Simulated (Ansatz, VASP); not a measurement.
# Si4N in VASP and in Ansatz

The input INCAR:

```
SYSTEM = Si4N
PREC = Accurate
ENCUT = 520
EDIFF = 1E-7
ISMEAR = 0
SIGMA = 0.1
LREAL = .False.
LASPH = .True.
NELM = 60
ALGO = Normal
ISIF = 2
LWAVE = .False.
LCHARG = .False.
GGA = PE
NBANDS = 18
```

KPOINTS

```
Automatic mesh
0
Gamma
  4 4 4
  0 0 0
```

The input POSCAR:

```
Si4N
1.0
    4.1770119409      0.0000000000      0.0000000000
   -1.0511359881      4.0791049035      0.0000000000
   -0.6795897783     -0.4334458896      4.3280723562
Si N
4 1
Direct
    0.3774253062      0.3512416622      0.0978670926
    0.6811983254      0.1429837103      0.7514197372
    0.1471356638      0.7007645395      0.7710867569
    0.7957306081      0.8126440002      0.3424018853
    0.9985100964      0.9923660877      0.0372245279
```

Input for Ansatz:

```yaml
crystal:
  lattice:
    - [4.1770119409, 0.0, 0.0]
    - [-1.0511359881, 4.0791049035, 0.0]
    - [-0.6795897783, -0.4334458896, 4.3280723562]
  atoms:
    - { symbol: Si, position: [0.3774253062, 0.3512416622, 0.0978670926] }
    - { symbol: Si, position: [0.6811983254, 0.1429837103, 0.7514197372] }
    - { symbol: Si, position: [0.1471356638, 0.7007645395, 0.7710867569] }
    - { symbol: Si, position: [0.7957306081, 0.8126440002, 0.3424018853] }
    - { symbol: "N", position: [0.9985100964, 0.9923660877, 0.0372245279] }
basis:
  ecutwfc: 420
kpoints:
  mp_grid: { grid: [4, 4, 4] }
hamiltonian:
  xc: pbe
scf:
  occupations: { method: gaussian, width: 0.1 }
  lower_state_search: "off"
output:
  forces: true
  stress: true
  eigenvalues: true
```

Change from the starting cell: the structure that the rattled cell fell into.

Alike in both runs: task single point; functional PBE; k mesh 4 × 4 × 4; occupations gaussian, width 0.1 eV; no spin polarisation.

```csv
,VASP,Ansatz
version,VASP 6.6.1,Ansatz 0.2.0
potentials or method,"VASP PAW PBE potentials, release 64 (Si, N), cutoff 520 eV","scalar-relativistic, plane waves, PAW"
valence electrons in the cell,21,21
```

```tsv
	VASP	Ansatz	Ansatz less VASP
gap on the k mesh at the Fermi level (eV)	none	none	-
pressure (GPa)	1.6	1.7	+0.10
traceless stress, the component that is largest in VASP (GPa)	1.20	1.20	-0.003
rms of the force components (eV/Å)	0.039	0.039	-0.0003
```

Atom by atom the forces differ by 0.003 eV/Å (rms over components). A gap of «none» marks a metal or a gap that the smearing closes.

The k mesh is coarse, so the values compare programs but aren't converged.
